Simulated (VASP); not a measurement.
Input of a VASP 6.6.1 run:

The input INCAR:

```
SYSTEM = Ru2C
PREC = Accurate
ENCUT = 600
EDIFF = 1E-6
ISMEAR = 0
SIGMA = 0.2
LREAL = .False.
LASPH = .True.
NELM = 120
ALGO = Normal
ISIF = 2
LWAVE = .False.
LCHARG = .False.
GGA = PE
NBANDS = 23
GGA_COMPAT = .False.
```

File KPOINTS:

```
regular mesh
0
Gamma
  8 8 3
  0 0 0
```

POSCAR

```
Ru2C
1.0
    2.7147180736     -0.0000000029      0.0000000000
   -1.3573590343      2.3510148173      0.0000000000
    0.0000000000      0.0000000000      6.6221895819
Ru C
2 1
Direct
    0.0000000000      0.0000000000      0.7670775474
    0.0000000000      0.0000000000      0.2329224526
    0.0000000000      0.0000000000      0.5000000000
```

Potentials or basis: VASP PAW PBE potentials, release 64 (Ru_pv, C).

Command:

```sh
$ cat potpaw_PBE.64/Ru_pv/POTCAR potpaw_PBE.64/C/POTCAR > POTCAR
$ mpirun -np 1 vasp_std > vasp.out
```

Question: Predict the pressure.

Answer: 0.1 GPa.

Question: Predict the largest force.

Answer: 0.090 eV/Å.

Question: Predict the band gap on the k mesh.

Answer: Zero (bands 16 and 17 overlap by 3.29 eV).

Stress tensor (GPa, compression positive):
```
-0.27  0.00  0.00
 0.00 -0.27  0.00
 0.00  0.00  0.94
```
